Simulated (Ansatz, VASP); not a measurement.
# One calculation of SiO2, two programs

```xyz
6
Lattice="4.1416 0.0000 0.0000 0.0000 4.1416 0.0000 0.0000 0.0000 2.4759" Properties=species:S:1:pos:R:3 pbc="T T T"
Si    2.0708    2.0708    1.2379
Si    0.0000    0.0000    0.0000
O     2.8702    2.8702    0.0000
O     0.7994    3.3422    1.2379
O     1.2714    1.2714    0.0000
O     3.3422    0.7994    1.2379
```

Alike in both runs: task single point; functional PBE; k mesh 6 × 6 × 10; occupations gaussian, width 0.05 eV; no spin polarisation.

```csv
,VASP,Ansatz
version,VASP 6.6.1,Ansatz 0.2.0
potentials or method,"VASP PAW PBE potentials, release 64 (Si, O), cutoff 520 eV","scalar-relativistic, plane waves, PAW"
valence electrons in the cell,32,32
```

Ansatz gave:

```
gap on the k mesh at the Fermi level (eV) : 7.60
least direct gap on the mesh (eV)         : 7.60
rms of the force components (eV/Å)        : 0.433
```

Estimate VASP's values.

gap on the k mesh at the Fermi level (eV): 7.58; least direct gap on the mesh (eV): 7.58; rms of the force components (eV/Å): 0.457.

Atom by atom the forces differ by 0.024 eV/Å (rms over components).
